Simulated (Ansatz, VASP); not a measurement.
## Two plane-wave programs on Bi2S3

```
CELL_PARAMETERS angstrom
11.30500 0.00000 0.00000
0.00000 3.98100 0.00000
0.00000 0.00000 11.14700
ATOMIC_POSITIONS crystal
Bi 0.51245 0.25000 0.17529
Bi 0.98755 0.75000 0.67529
Bi 0.01245 0.25000 0.32471
Bi 0.48755 0.75000 0.82471
Bi 0.66263 0.75000 0.46845
Bi 0.83737 0.25000 0.96845
Bi 0.16263 0.75000 0.03155
Bi 0.33737 0.25000 0.53155
S 0.62247 0.75000 0.05595
S 0.87753 0.25000 0.55595
S 0.12247 0.75000 0.44405
S 0.37753 0.25000 0.94405
S 0.71634 0.25000 0.30712
S 0.78366 0.75000 0.80712
S 0.21634 0.25000 0.19288
S 0.28366 0.75000 0.69288
S 0.45045 0.75000 0.37061
S 0.04955 0.25000 0.87061
S 0.95045 0.75000 0.12939
S 0.54955 0.25000 0.62939
```

Alike in both runs: functional PBE; k mesh 3 × 7 × 3; occupations fermi-dirac, width 0.02 eV; no spin polarisation.

Ansatz relaxed the structure, and its values are those at the end. VASP's run is a single point on that final structure, the one shown.

|  | VASP | Ansatz |
| --- | --- | --- |
| version | VASP 6.6.1 | Ansatz 0.2.0 |
| potentials or method | VASP PAW PBE potentials, release 64 (Bi_d, S) | plane-wave PAW, scalar-relativistic |
| plane-wave cutoff (eV) | 520 | 420 |
| valence electrons in the cell | 192 | 192 |

```csv
,VASP,Ansatz,Ansatz less VASP
gap on the k mesh at the Fermi level (eV),1.35,1.35,-0.004
pressure (GPa),1.4,1.5,+0.07
rms of the force components (eV/Å),0.006,0.005,-0.0010
```

Ansatz's warnings: stress scf threshold loose.

Spin-orbit coupling is off throughout.
